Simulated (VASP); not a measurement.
A run of VASP 6.6.1 is set up as follows.

File INCAR:

```
PREC = Accurate ; ENCUT = 520
EDIFF = 1E-7 ; ISMEAR = -1
SIGMA = 0.05 ; LREAL = F
LASPH = T ; NELM = 150
ALGO = Normal ; ISIF = 2
LWAVE = F ; LCHARG = F
MAGMOM = 0 0 0 ; LORBIT = 11
LSORBIT = T ; GGA_COMPAT = F
LORBMOM = T ; LMAXMIX = 4
GGA = PE ; NBANDS = 22
```

KPOINTS

```
regular mesh
0
Gamma
  17 17 17
```

The input POSCAR:

```
Au
1.0
    0.0000000000      2.0717346852      2.0717346852
    2.0717346852      0.0000000000      2.0717346852
    2.0717346852      2.0717346852      0.0000000000
Au
1
Direct
    0.0000000000      0.0000000000      0.0000000000
```

Potentials or basis: VASP PAW PBE potentials, release 64 (Au).

Command:

```bash
$ cat potpaw_PBE.64/Au/POTCAR > POTCAR
$ mpirun -np 1 vasp_ncl > vasp.out
```

(1) What does it give for the pressure?

(2) Estimate the net moment.

Answers

(1) 0.1 GPa.

(2) 0.00 μB per cell.
